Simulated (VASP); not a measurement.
Runs of VASP 6.6.1 on BaZrO3. The structure is that of space group Pm-3m (No. 221), or close to it. The cells are those of the table. 

```csv
task,level,U,cell,k mesh,cutoff (eV),grid for exact exchange (PRECFOCK),share of exact exchange,gap on the mesh (eV),pressure (GPa),relaxed volume (Å³/atom)
single point,BLYP,-,"a = 4.270 Å, 5 atoms",6 × 6 × 6,520,-,-,(b),1.1,-
single point,PBE+D3(BJ),-,"a = 4.203 Å, 5 atoms",6 × 6 × 6,520,-,-,3.17,1.1,-
single point,PBE0,-,"a = 4.191 Å, 5 atoms",4 × 4 × 4,520,Fast,0.25,5.44,1.1,-
relaxation of cell and atoms,PBEsol+U,Zr d U = 4.0 eV,"relaxed from a = 4.191 Å, 5 atoms",6 × 6 × 6,600,-,-,(a),0.0,15.08
relaxation of cell and atoms,PBE+D4,-,"relaxed from a = 4.191 Å, 5 atoms",6 × 6 × 6,600,-,-,3.15,0.0,14.98
```

Alike in all rows: potentials or basis VASP PAW PBE potentials, release 64 (Ba_sv, Zr_sv, O); no spin polarisation; smearing fermi-dirac 0.05 eV.

**Question.** Estimate the missing entries.

**Answer.** (a) 3.62; (b) 3.14.

Caveats: spin-orbit coupling is left out, which moves the levels of the heavy elements; the PAW data sets were made with another functional, which shifts forces and pressure a little (at least some runs).

A k mesh can miss the band edges, and the runs leave out spin-orbit coupling on Ba, Zr.
